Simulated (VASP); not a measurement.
Set up this calculation in VASP 6.6.1, as the native input.

- Task: single point
- Functional: PBE
- Potentials or basis: VASP PAW PBE potentials, release 64 (Si, Bi_d, S)
- Cutoff: 520 eV
- k mesh: 14 × 14 × 8
- Occupations: gaussian, width 0.1 eV
- Spin: no spin polarisation
- Dipole correction: no
- Further INCAR settings: ALGO = Normal; EDIFF = 1e-06; NBANDS = 20

The structure of SiBiS lies in POSCAR:

```
SiBiS
1.0
    3.2610767287      0.0000000000      0.0000000000
    0.0000000000      3.2610767287      0.0000000000
    0.0000000000      0.0000000000      7.1129012976
Si Bi S
1 1 1
Direct
    0.0000000000      0.0000000000      0.9276013690
    0.0000000000      0.0000000000      0.5448118940
    0.5000000000      0.5000000000      0.0275867370
```

One way to write it, as run:

INCAR

```
SYSTEM = SiBiS
ALGO     = Normal         ! electronic algorithm
EDIFF    = 1E-6           ! SCF threshold, eV
ENCUT    = 520            ! plane-wave cutoff, eV
GGA      = PE             ! functional
ISIF     = 2              ! what is computed and relaxed
ISMEAR   = 0              ! smearing method
LASPH    = .TRUE.         ! aspherical terms in the spheres
LCHARG   = .TRUE.         ! write CHGCAR
LELF     = .TRUE.         ! ELF
LREAL    = .FALSE.        ! projectors in reciprocal space
LVHAR    = .TRUE.       
LWAVE    = .FALSE.        ! write WAVECAR
NBANDS   = 20             ! bands
NELM     = 60             ! most SCF steps
PREC     = Accurate       ! precision mode
SIGMA    = 0.1            ! smearing width, eV
```

KPOINTS

```
k-points
0
G
  14 14 8
  0 0 0
```

Potentials or basis: VASP PAW PBE potentials, release 64 (Si, Bi_d, S).

Command:

```sh
$ cat potpaw_PBE.64/Si/POTCAR potpaw_PBE.64/Bi_d/POTCAR potpaw_PBE.64/S/POTCAR > POTCAR
$ mpirun -np 1 vasp_std > vasp.out
```

Results of the run:

| Quantity | Value |
| --- | --- |
| Pressure | -0.1 GPa |
| Largest force | 0.003 eV/Å |
| Band gap on the k mesh | zero (an odd number of electrons rules out a gap without spin polarisation) |

Caveat: spin-orbit coupling is left out, which moves the levels of the heavy elements.

Run time: 3.6 min on 1 thread of Intel Xeon 8259CL, on a shared host, peak memory 0.39 GiB.
